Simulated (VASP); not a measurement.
Here is a VASP 6.6.1 calculation.

The input INCAR:

```
SYSTEM = CdS
ALGO = Normal
EDIFF = 1E-7
ENCUT = 520
GGA = PE
ISIF = 2
ISMEAR = 0
LASPH = .True.
LCHARG = .True.
LELF = .True.
LREAL = .False.
LVHAR = .True.
LWAVE = .False.
NBANDS = 46
NELM = 80
PREC = Accurate
SIGMA = 0.05
```

Contents of KPOINTS:

```
k-points
0
Gamma
  7 7 2
  0 0 0
```

The input POSCAR:

```
CdS
1.0
   -2.0985806452     -3.6348483013      0.0000000000
    2.0985806452     -3.6348483013      0.0000000000
    0.6995268817     -1.2116161004     13.6554617430
Cd S
4 4
Direct
    0.6666666667      0.3647239153      0.9058282541
    0.6666666667      0.5313905820      0.4058282541
    0.3333333333      0.2813905820      0.1558282541
    0.3333333333      0.1147239153      0.6558282541
    0.6666666667      0.6352760847      0.0941717459
    0.6666666667      0.4686094180      0.5941717459
    0.3333333333      0.2186094180      0.3441717459
    0.3333333333      0.0519427514      0.8441717459
```

Potentials or basis: VASP PAW PBE potentials, release 64 (Cd, S).

Run with:

```console
$ cat potpaw_PBE.64/Cd/POTCAR potpaw_PBE.64/S/POTCAR > POTCAR
$ mpirun -np 1 vasp_std > vasp.out
```

Question: Predict the pressure.

Answer: -0.2 GPa.

Question: Predict the band gap on the k mesh.

Answer: 0.80 eV.

Question: Estimate the largest force.

Answer: 0.694 eV/Å.

Stress tensor (GPa, compression positive):
```
 0.16  0.19 -0.75
 0.19 -0.83  0.83
-0.75  0.83 -0.03
```

Caveat: the cell differs from its parent crystal (the part above a cut slid along it); semilocal functionals underestimate gaps, and a narrow one can read as zero.
